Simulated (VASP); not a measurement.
Input of a VASP 6.6.1 run:

INCAR

```
SYSTEM = Pb3S
ALGO = Normal ; EDIFF = 1E-6
ENCUT = 520 ; GGA = PE
ISIF = 2 ; ISMEAR = 0
LASPH = .True. ; LCHARG = .False.
LREAL = .False. ; LWAVE = .False.
NBANDS = 32 ; NELM = 60
PREC = Accurate ; SIGMA = 0.1
```

The input KPOINTS:

```
k-points
0
Gamma
  6 6 6
  0 0 0
```

POSCAR

```
Pb3S
1.0
   -2.3371830154      2.3371830154      5.2207205019
    2.3371830154     -2.3371830154      5.2207205019
    2.3371830154      2.3371830154     -5.2207205019
Pb S
3 1
Direct
    0.5000000000      0.5000000000      0.0000000000
    0.2500000000      0.7500000000      0.5000000000
    0.7500000000      0.2500000000      0.5000000000
    0.0000000000      0.0000000000      0.0000000000
```

Potentials or basis: VASP PAW PBE potentials, release 64 (Pb_d, S).

Run with:

```sh
$ cat potpaw_PBE.64/Pb_d/POTCAR potpaw_PBE.64/S/POTCAR > POTCAR
$ mpirun -np 1 vasp_std > vasp.out
```

(1) Predict the pressure.

(2) What does it give for the band gap on the k mesh?

## Answers

(1) -0.4 GPa.

(2) zero (bands 24 and 25 overlap by 1.35 eV).

Caveat: spin-orbit coupling is left out, which moves the levels of the heavy elements.
